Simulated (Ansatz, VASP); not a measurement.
## One calculation of Ir, two programs

The input INCAR:

```
  PREC = Accurate
  ENCUT = 520
  EDIFF = 1E-6
  ISMEAR = -1
  SIGMA = 0.05
  LREAL = False
  LASPH = True
  NELM = 150
  ALGO = Normal
  ISIF = 2
  LWAVE = False
  LCHARG = False
  MAGMOM = 0 0 0
  LORBIT = 11
  LSORBIT = True
  GGA_COMPAT = False
  LORBMOM = True
  LMAXMIX = 4
  GGA = CA
  NBANDS = 20
```

The input KPOINTS:

```
Automatic mesh
0
Gamma
  15 15 15
```

The input POSCAR:

```
Ir
1.0
    0.0000000000      1.9197000000      1.9197000000
    1.9197000000      0.0000000000      1.9197000000
    1.9197000000      1.9197000000      0.0000000000
Ir
1
Direct
    0.0000000000      0.0000000000      0.0000000000
```

Input for Ansatz:

```yaml
crystal:
  lattice:
    - [0.0, 1.9197, 1.9197]
    - [1.9197, 0.0, 1.9197]
    - [1.9197, 1.9197, 0.0]
  atoms:
    - { symbol: Ir, position: [0.0, 0.0, 0.0] }
kpoints:
  mp_grid: { grid: [15, 15, 15] }
  band_path:
    path:
      - [0.0, 0.0, 0.0]
      - [0.5, 0.0, 0.5]
      - [0.625, 0.25, 0.625]
      - [0.375, 0.375, 0.75]
      - [0.0, 0.0, 0.0]
      - [0.5, 0.5, 0.5]
      - [0.5, 0.25, 0.75]
      - [0.5, 0.0, 0.5]
    npoints: 5
scf:
  occupations: { method: fermi_dirac, width: 0.05 }
  convergence: { dr2_threshold: 1.0e-08 }
hamiltonian:
  xc: lda
  pseudopotentials: { kind: all_electron, lapw: { basis_error: 0.0005 } }
output:
  forces: true
  stress: true
  eigenvalues: true
magnetization:
  noncollinear: true
  spin_orbit: true
```

Alike in both runs: task single point; functional LDA; k mesh 15 × 15 × 15; occupations fermi-dirac, width 0.05 eV; non-collinear spin, spin-orbit coupling.

|  | VASP | Ansatz |
| --- | --- | --- |
| version | VASP 6.6.1 | Ansatz 0.2.0 |
| potentials or method | VASP PAW LDA potentials, release 64 (Ir), cutoff 520 eV | all-electron LAPW |

|  | VASP | Ansatz | Ansatz less VASP |
| --- | --- | --- | --- |
| pressure (GPa) | -5.2 | -7.9 | -2.73 |

LDA's correlation is that of Perdew and Zunger in VASP and of Perdew and Wang (1992) in Ansatz. Ansatz ran all-electron here, and VASP with PAW potentials.
